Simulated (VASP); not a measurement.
# HfB2 (P6/mmm) in VASP: further runs, part 2 of 3

VASP 6.6.1.

## 3. Electric field gradients, PBE (volume scaled by 0.98)

INCAR reads:

```
  PREC = Accurate
  ENCUT = 520
  EDIFF = 1E-8
  ISMEAR = -1
  SIGMA = 0.05
  LREAL = F
  LASPH = T
  NELM = 60
  ALGO = Normal
  ISIF = 2
  LWAVE = F
  LCHARG = F
  GGA = PE
  LEFG = T
  NBANDS = 15
```

KPOINTS reads:

```
Automatic mesh
0
Gamma
  13 13 11
```

POSCAR reads:

```
HfB2
1.0
    3.1189256393      0.0000000000      0.0000000000
   -1.5594628197      2.7010688362      0.0000000000
    0.0000000000      0.0000000000      3.4566435916
Hf B
1 2
Direct
    0.0000000000      0.0000000000      0.0000000000
    0.3333333333      0.6666666667      0.5000000000
    0.6666666667      0.3333333333      0.5000000000
```

Potentials or basis: VASP PAW PBE potentials, release 64 (Hf_pv, B).

Started as:

```
$ cat potpaw_PBE.64/Hf_pv/POTCAR potpaw_PBE.64/B/POTCAR > POTCAR
$ mpirun -np 1 vasp_std > vasp.out
```

OUTCAR:

```text
PREC = Accurate
   ENCUT = 520
   EDIFF = 1E-8
   ISMEAR = -1
   LREAL = F
   LASPH = T
   NELM = 60
   ISIF = 2
   GGA = PE

 ion  position               nearest neighbor table
   1  0.000  0.000  0.000-   2 2.50   3 2.50   2 2.50   3 2.50   3 2.50   3 2.50   2 2.50   2 2.50
                             3 2.50   3 2.50   2 2.50   2 2.50
   2  0.333  0.667  0.500-   3 1.80   3 1.80   3 1.80   1 2.50   1 2.50   1 2.50   1 2.50   1 2.50
                             1 2.50
   3  0.667  0.333  0.500-   2 1.80   2 1.80   2 1.80   1 2.50   1 2.50   1 2.50   1 2.50   1 2.50
                             1 2.50

  LATTYP: Found a hexagonal cell.
 ALAT       =     3.1189256393
 C/A-ratio  =     1.1082802193

  Lattice vectors:

 A1 = (   3.1189256393,   0.0000000000,   0.0000000000)
 A2 = (  -1.5594628197,   2.7010688362,   0.0000000000)
 A3 = (   0.0000000000,   0.0000000000,   3.4566435916)

Analysis of symmetry for initial positions (statically):
=====================================================================
 Subroutine PRICEL returns:
 Original cell was already a primitive cell.

 Routine SETGRP: Setting up the symmetry group for a
 hexagonal supercell.

 Subroutine GETGRP returns: Found 24 space group operations
 (whereof 24 operations were pure point group operations)
 out of a pool of 24 trial point group operations.

The static configuration has the point symmetry D_6h.

Analysis of symmetry for dynamics (positions and initial velocities):
=====================================================================
 Subroutine PRICEL returns:
[... 585 lines left out ...]
      4      -5.4048      2.00000
      5       3.6040      2.00000
      6       3.9504      2.00000
      7       4.8697      2.00000
      8       5.8944      2.00000
      9      10.1321      0.00000
     10      10.6016      0.00000
     11      12.5416      0.00000
     12      12.7130      0.00000
     13      13.5144      0.00000
     14      14.9189      0.00000
     15      15.3183      0.00000

 [... further k-points ...]
[... 5 lines left out ...]
  --------------------------------------------------------------------------------------
  -------------------------------------------------------------------------------------
  Total        1.1765444      1.1765444      1.1261250     -0.0000000     -0.0000000     -0.0000000
  in kB       64.7326844     64.7326844     61.9586462     -0.0000000     -0.0000000     -0.0000000
  external PRESSURE =      63.8080050 kB  Pullay stress =       0.0000000 kB

 VOLUME and BASIS-vectors are now :
 -----------------------------------------------------------------------------
  energy-cutoff  :      520.00
  volume of cell :       29.12
      direct lattice vectors                 reciprocal lattice vectors
     3.118925639  0.000000000  0.000000000     0.320623226  0.185111906  0.000000000
    -1.559462820  2.701068836  0.000000000     0.000000000  0.370223812  0.000000000
     0.000000000  0.000000000  3.456643592     0.000000000  0.000000000  0.289297978

 POSITION                                       TOTAL-FORCE (eV/Angst)
 -----------------------------------------------------------------------------------
      0.00000      0.00000      0.00000         0.000000      0.000000      0.000000
     -0.00000      1.80071      1.72832        -0.000000      0.000000      0.000000
      1.55946      0.90036      1.72832         0.000000     -0.000000      0.000000
 -----------------------------------------------------------------------------------
    total drift:                               -0.000000      0.000000      0.000000

  FREE ENERGIE OF THE ION-ELECTRON SYSTEM (eV)
  ---------------------------------------------------
  free  energy   TOTEN  =       -26.3884758463 eV

  energy  without entropy=      -26.3868204683  energy(sigma->0) =      -26.38764816

 Electric field gradients (V/A^2)
---------------------------------------------------------------------
 ion       V_xx      V_yy      V_zz      V_xy      V_xz      V_yz
---------------------------------------------------------------------
   1     -38.726   -38.726    77.451    -0.000     0.000     0.000
   2      -0.761    -0.761     1.523    -0.000     0.000     0.000
   3      -0.761    -0.761     1.523    -0.000     0.000     0.000
---------------------------------------------------------------------

 Electric field gradients after diagonalization (V/A^2)
 (convention: |V_zz| > |V_xx| > |V_yy|)
----------------------------------------------------------------------
 ion       V_xx      V_yy      V_zz     asymmetry (V_yy - V_xx)/ V_zz
----------------------------------------------------------------------
   1     -38.726   -38.726    77.451       0.000
   2      -0.761    -0.761     1.523       0.000
   3      -0.761    -0.761     1.523       0.000
----------------------------------------------------------------------

           NMR quadrupolar parameters

 Cq : quadrupolar parameter    Cq=e*Q*V_zz/h
 eta: asymmetry parameters     (V_yy - V_xx)/ V_zz
 Q  : nuclear electric quadrupole moment in mb (millibarn)
----------------------------------------------------------------------
 ion       Cq(MHz)       eta       Q (mb)
----------------------------------------------------------------------
   1       0.187       0.000       1.000
   2       0.004       0.000       1.000
   3       0.004       0.000       1.000
----------------------------------------------------------------------
```

Wall time 28 s (1 thread of Intel Xeon Platinum 8488C (Sapphire Rapids), shared host); peak memory 0.18 GiB.

What came out:

```
Free energy            : -26.3885 eV
Pressure               : 6.4 GPa
Band gap on the k mesh : zero (band 8 reaches 8.48 eV, above the bottom of band 9 at 7.44 eV)
```

Electric field gradients, principal values (V/Å²):
```
atom    least   middle  greatest (by size)
1 Hf  -38.726  -38.726              77.451
 2 B   -0.761   -0.761               1.523
 3 B   -0.761   -0.761               1.523
```

Caveat: without QUAD_EFG the Cq values of the log hold for a quadrupole moment of 1 mb, not for the nuclei; spin-orbit coupling is left out, which moves the levels of the heavy elements.

## 4. Electric field gradients, PBE (volume scaled by 0.98)

INCAR reads:

```
SYSTEM = HfB2
ALGO = Normal
EDIFF = 1E-8
ENCUT = 520
GGA = PE
ISIF = 2
ISMEAR = -1
LASPH = .True.
LCHARG = .False.
LEFG = .True.
LREAL = .False.
LWAVE = .False.
NBANDS = 15
NELM = 80
PREC = Accurate
SIGMA = 0.05
```

KPOINTS reads:

```
k-points
0
Gamma
  13 13 11
  0 0 0
```

POSCAR is that of step 3.

Potentials or basis: VASP PAW PBE potentials, release 64 (Hf_pv, B).

Started as:

```
$ cat potpaw_PBE.64/Hf_pv/POTCAR potpaw_PBE.64/B/POTCAR > POTCAR
$ mpirun -np 1 vasp_std > vasp.out
```

OUTCAR:

```text
SYSTEM = HfB2
   EDIFF = 1E-8
   ENCUT = 520
   GGA = PE
   ISIF = 2
   ISMEAR = -1
   LASPH = .True.
   LREAL = .False.
   NELM = 80
   PREC = Accurate

 ion  position               nearest neighbor table
   1  0.000  0.000  0.000-   2 2.50   3 2.50   2 2.50   3 2.50   3 2.50   3 2.50   2 2.50   2 2.50
                             3 2.50   3 2.50   2 2.50   2 2.50
   2  0.333  0.667  0.500-   3 1.80   3 1.80   3 1.80   1 2.50   1 2.50   1 2.50   1 2.50   1 2.50
                             1 2.50
   3  0.667  0.333  0.500-   2 1.80   2 1.80   2 1.80   1 2.50   1 2.50   1 2.50   1 2.50   1 2.50
                             1 2.50

  LATTYP: Found a hexagonal cell.
 ALAT       =     3.1189256393
 C/A-ratio  =     1.1082802193

  Lattice vectors:

[... 634 lines left out ...]
  volume of cell :       29.12
      direct lattice vectors                 reciprocal lattice vectors
     3.118925639  0.000000000  0.000000000     0.320623226  0.185111906  0.000000000
    -1.559462820  2.701068836  0.000000000     0.000000000  0.370223812  0.000000000
     0.000000000  0.000000000  3.456643592     0.000000000  0.000000000  0.289297978

 POSITION                                       TOTAL-FORCE (eV/Angst)
 -----------------------------------------------------------------------------------
      0.00000      0.00000      0.00000         0.000000      0.000000      0.000000
     -0.00000      1.80071      1.72832        -0.000000      0.000000      0.000000
      1.55946      0.90036      1.72832         0.000000     -0.000000      0.000000
 -----------------------------------------------------------------------------------
    total drift:                               -0.000000      0.000000      0.000000

  FREE ENERGIE OF THE ION-ELECTRON SYSTEM (eV)
  ---------------------------------------------------
  free  energy   TOTEN  =       -26.3884758463 eV

  energy  without entropy=      -26.3868204683  energy(sigma->0) =      -26.38764816

 Electric field gradients (V/A^2)
---------------------------------------------------------------------
 ion       V_xx      V_yy      V_zz      V_xy      V_xz      V_yz
---------------------------------------------------------------------
   1     -38.726   -38.726    77.451    -0.000     0.000     0.000
   2      -0.761    -0.761     1.523    -0.000     0.000     0.000
   3      -0.761    -0.761     1.523    -0.000     0.000     0.000
---------------------------------------------------------------------

 Electric field gradients after diagonalization (V/A^2)
 (convention: |V_zz| > |V_xx| > |V_yy|)
----------------------------------------------------------------------
 ion       V_xx      V_yy      V_zz     asymmetry (V_yy - V_xx)/ V_zz
----------------------------------------------------------------------
   1     -38.726   -38.726    77.451       0.000
   2      -0.761    -0.761     1.523       0.000
   3      -0.761    -0.761     1.523       0.000
----------------------------------------------------------------------

           NMR quadrupolar parameters

 Cq : quadrupolar parameter    Cq=e*Q*V_zz/h
 eta: asymmetry parameters     (V_yy - V_xx)/ V_zz
 Q  : nuclear electric quadrupole moment in mb (millibarn)
----------------------------------------------------------------------
 ion       Cq(MHz)       eta       Q (mb)
----------------------------------------------------------------------
   1       0.187       0.000       1.000
   2       0.004       0.000       1.000
   3       0.004       0.000       1.000
----------------------------------------------------------------------
```

OSZICAR:

```text
N       E                     dE             d eps       ncg     rms          rms(c)
DAV:   1     0.283427169586E+02    0.28343E+02   -0.80243E+03  3788   0.102E+03
DAV:   2    -0.272869235015E+02   -0.55630E+02   -0.52345E+02  4994   0.222E+02
DAV:   3    -0.287875669896E+02   -0.15006E+01   -0.14955E+01  4998   0.267E+01
DAV:   4    -0.287934670396E+02   -0.59001E-02   -0.58993E-02  4396   0.207E+00
DAV:   5    -0.287935006385E+02   -0.33599E-04   -0.33598E-04  4956   0.138E-01    0.543E+01
DAV:   6    -0.265085728109E+02    0.22849E+01   -0.27779E+00  4585   0.122E+01    0.397E+01
DAV:   7    -0.264606982715E+02    0.47875E-01   -0.99318E-01  4830   0.730E+00    0.117E+01
DAV:   8    -0.263931243086E+02    0.67574E-01   -0.25390E-01  4403   0.386E+00    0.167E+00
DAV:   9    -0.263886620827E+02    0.44622E-02   -0.20322E-02  4438   0.116E+00    0.378E-01
DAV:  10    -0.263884699350E+02    0.19215E-03   -0.80582E-04  4781   0.240E-01    0.258E-01
DAV:  11    -0.263884780234E+02   -0.80885E-05   -0.51486E-05  4627   0.543E-02    0.889E-02
DAV:  12    -0.263884757163E+02    0.23072E-05   -0.29198E-06  4599   0.123E-02    0.133E-02
DAV:  13    -0.263884758149E+02   -0.98654E-07   -0.20764E-07  4788   0.369E-03    0.128E-03
DAV:  14    -0.263884758306E+02   -0.15626E-07   -0.25084E-08  4494   0.131E-03    0.107E-03
DAV:  15    -0.263884758491E+02   -0.18559E-07   -0.24668E-09  2275   0.410E-04    0.866E-04
DAV:  16    -0.263884758463E+02    0.28242E-08   -0.20189E-10  2037   0.122E-04
   1 F= -.26388476E+02 E0= -.26387648E+02  d E =-.165538E-02
```

stdout:

```text
POSCAR found type information on POSCAR HfB
 POSCAR found :  2 types and       3 ions
 scaLAPACK will be used
 LDA part: xc-table for (Slater+PW92), standard interpolation
 POSCAR, INCAR and KPOINTS ok, starting setup
 FFT: planning ... GRIDC
 FFT: planning ... GRID_SOFT
 FFT: planning ... GRID
 WAVECAR not read
 entering main loop
ion   1

ion   2

ion   3
```

Run time: 27 s. Hardware: 1 thread of Intel Xeon Platinum 8488C (Sapphire Rapids), shared host; peak memory 0.18 GiB.

Results:

| Item | Value |
| --- | --- |
| Free energy | -26.3885 eV |
| Pressure | 6.4 GPa |
| Band gap on the k mesh | zero (band 8 reaches 8.48 eV, above the bottom of band 9 at 7.44 eV) |

Electric field gradients, principal values (V/Å²):
| atom | least | middle | greatest (by size) |
| --- | --- | --- | --- |
| 1 Hf | -38.726 | -38.726 | 77.451 |
| 2 B | -0.761 | -0.761 | 1.523 |
| 3 B | -0.761 | -0.761 | 1.523 |

Caveat: without QUAD_EFG the Cq values of the log hold for a quadrupole moment of 1 mb, not for the nuclei; spin-orbit coupling is left out, which moves the levels of the heavy elements.

## 5. Electric field gradients, PBE (volume scaled by 1.01)

INCAR reads:

```
SYSTEM = HfB2
PREC = Accurate
ENCUT = 520
EDIFF = 1E-8
ISMEAR = -1
SIGMA = 0.05
LREAL = .False.
LASPH = .True.
NELM = 100
ALGO = Normal
ISIF = 2
LWAVE = .False.
LCHARG = .False.
GGA = PE
LEFG = .True.
NBANDS = 15
```

KPOINTS reads:

```
Automatic mesh
0
Gamma
  13 13 11
  0 0 0
```

POSCAR reads:

```
HfB2
1.0
    3.1504320712      0.0000000000      0.0000000000
   -1.5752160356      2.7283542065      0.0000000000
    0.0000000000      0.0000000000      3.4915615467
Hf B
1 2
Direct
    0.0000000000      0.0000000000      0.0000000000
    0.3333333333      0.6666666667      0.5000000000
    0.6666666667      0.3333333333      0.5000000000
```

Potentials or basis: VASP PAW PBE potentials, release 64 (Hf_pv, B).

Started as:

```
$ cat potpaw_PBE.64/Hf_pv/POTCAR potpaw_PBE.64/B/POTCAR > POTCAR
$ mpirun -np 1 vasp_std > vasp.out
```

OUTCAR:

```text
SYSTEM = HfB2
   PREC = Accurate
   ENCUT = 520
   EDIFF = 1E-8
   ISMEAR = -1
   LREAL = .False.
   LASPH = .True.
   NELM = 100
   ISIF = 2
   GGA = PE

 ion  position               nearest neighbor table
   1  0.000  0.000  0.000-   2 2.52   3 2.52   2 2.52   3 2.52   2 2.52   2 2.52   3 2.52   3 2.52
                             3 2.52   3 2.52   2 2.52   2 2.52
   2  0.333  0.667  0.500-   3 1.82   3 1.82   3 1.82   1 2.52   1 2.52   1 2.52   1 2.52   1 2.52
                             1 2.52
   3  0.667  0.333  0.500-   2 1.82   2 1.82   2 1.82   1 2.52   1 2.52   1 2.52   1 2.52   1 2.52
                             1 2.52

  LATTYP: Found a hexagonal cell.
 ALAT       =     3.1504320712
 C/A-ratio  =     1.1082802193

  Lattice vectors:

 A1 = (   3.1504320712,   0.0000000000,   0.0000000000)
 A2 = (  -1.5752160356,   2.7283542065,   0.0000000000)
 A3 = (   0.0000000000,   0.0000000000,   3.4915615467)

Analysis of symmetry for initial positions (statically):
=====================================================================
[... 634 lines left out ...]
 POSITION                                       TOTAL-FORCE (eV/Angst)
 -----------------------------------------------------------------------------------
      0.00000      0.00000      0.00000        -0.000000      0.000000      0.000000
     -0.00000      1.81890      1.74578        -0.000000      0.000000      0.000000
      1.57522      0.90945      1.74578         0.000000     -0.000000      0.000000
 -----------------------------------------------------------------------------------
    total drift:                               -0.000000      0.000000      0.000000

  FREE ENERGIE OF THE ION-ELECTRON SYSTEM (eV)
  ---------------------------------------------------
  free  energy   TOTEN  =       -26.4018171289 eV

  energy  without entropy=      -26.4000727773  energy(sigma->0) =      -26.40094495

 Electric field gradients (V/A^2)
---------------------------------------------------------------------
 ion       V_xx      V_yy      V_zz      V_xy      V_xz      V_yz
---------------------------------------------------------------------
   1     -38.188   -38.188    76.375     0.000    -0.000     0.000
   2      -0.757    -0.757     1.515    -0.000     0.000     0.000
   3      -0.757    -0.757     1.515    -0.000     0.000     0.000
---------------------------------------------------------------------

 Electric field gradients after diagonalization (V/A^2)
 (convention: |V_zz| > |V_xx| > |V_yy|)
----------------------------------------------------------------------
 ion       V_xx      V_yy      V_zz     asymmetry (V_yy - V_xx)/ V_zz
----------------------------------------------------------------------
   1     -38.188   -38.188    76.375       0.000
   2      -0.757    -0.757     1.515       0.000
   3      -0.757    -0.757     1.515       0.000
----------------------------------------------------------------------

           NMR quadrupolar parameters

 Cq : quadrupolar parameter    Cq=e*Q*V_zz/h
 eta: asymmetry parameters     (V_yy - V_xx)/ V_zz
 Q  : nuclear electric quadrupole moment in mb (millibarn)
----------------------------------------------------------------------
 ion       Cq(MHz)       eta       Q (mb)
----------------------------------------------------------------------
   1       0.185       0.000       1.000
   2       0.004       0.000       1.000
   3       0.004       0.000       1.000
----------------------------------------------------------------------
```

It took 24 s on 1 thread of Intel Xeon Platinum 8488C (Sapphire Rapids), shared host; peak memory 0.18 GiB.

Results:

```
Free energy            : -26.4018 eV
Pressure               : -1.5 GPa
Band gap on the k mesh : zero (band 8 reaches 8.22 eV, above the bottom of band 9 at 7.21 eV)
```

Stress tensor (GPa, compression positive):
```
-1.73  0.00  0.00
 0.00 -1.73  0.00
 0.00  0.00 -1.17
```

Electric field gradients, principal values (V/Å²):
```
atom    least   middle  greatest (by size)
1 Hf  -38.188  -38.188              76.375
 2 B   -0.757   -0.757               1.515
 3 B   -0.757   -0.757               1.515
```

Caveat: without QUAD_EFG the Cq values of the log hold for a quadrupole moment of 1 mb, not for the nuclei; spin-orbit coupling is left out, which moves the levels of the heavy elements.

(Continued in part 3 of 3.)
